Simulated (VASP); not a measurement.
The system is Re.

```
CELL_PARAMETERS angstrom
1.29514 -3.77070 0.00000
1.29514 3.77070 0.00000
-0.10999 0.00000 3.11838
ATOMIC_POSITIONS crystal
Re 0.86900 0.13100 0.25000
Re 0.13100 0.86900 0.75000
```

| Property | Result |
| --- | --- |
| Program | VASP 6.6.1 |
| Task | relaxation of cell and atoms |
| Functional | PBE |
| Potentials or basis | VASP PAW PBE potentials, release 64 (Re) |
| Cutoff | 600 eV |
| k mesh | 8 × 8 × 6 |
| Occupations | gaussian, width 0.1 eV |
| Spin | no spin polarisation |

At the start: pressure 19.0 GPa; volume 15.23 Å³/atom.

Task: Where does the relaxation end?

Result: Over 13 steps the energy falls by 360.5 meV/atom and the volume is 15.97 Å³/atom (+4.9 %); space group C2/c (No. 15, to 0.05 Å).

The path:
```
step  energy change (eV)  largest force (eV/Å)  pressure (GPa)  volume (Å³)
   1              0.0000                0.5705           18.99        30.46
   2              0.3382                0.9397          -39.78        38.67
   3             -0.3475                0.7791          -15.55        33.67
   4             -0.4068                0.2048           16.15        31.28
   5             -0.6825                0.8331           -4.49        32.45
   6             -0.6726                0.5231           11.77        30.82
   7             -0.7160                0.2396            2.37        31.67
   8             -0.7136                0.1188           -3.41        32.23
   9             -0.7200                0.0698           -0.26        31.91
  10             -0.7207                0.0206            0.30        31.88
  11             -0.7208                0.0323            0.37        31.88
  12             -0.7209                0.0147           -0.52        31.98
  13             -0.7209                0.0209           -0.22        31.94
```

Final structure:
```yaml
crystal:
  lattice:
    - [1.41330, -4.06246, 0.01900]
    - [1.41330, 4.06246, 0.01900]
    - [-0.07737, 0.00000, 2.78083]
  atoms:
    - { symbol: Re, position: [0.86079, 0.13921, 0.25000] }
    - { symbol: Re, position: [0.13921, 0.86079, 0.75000] }
```
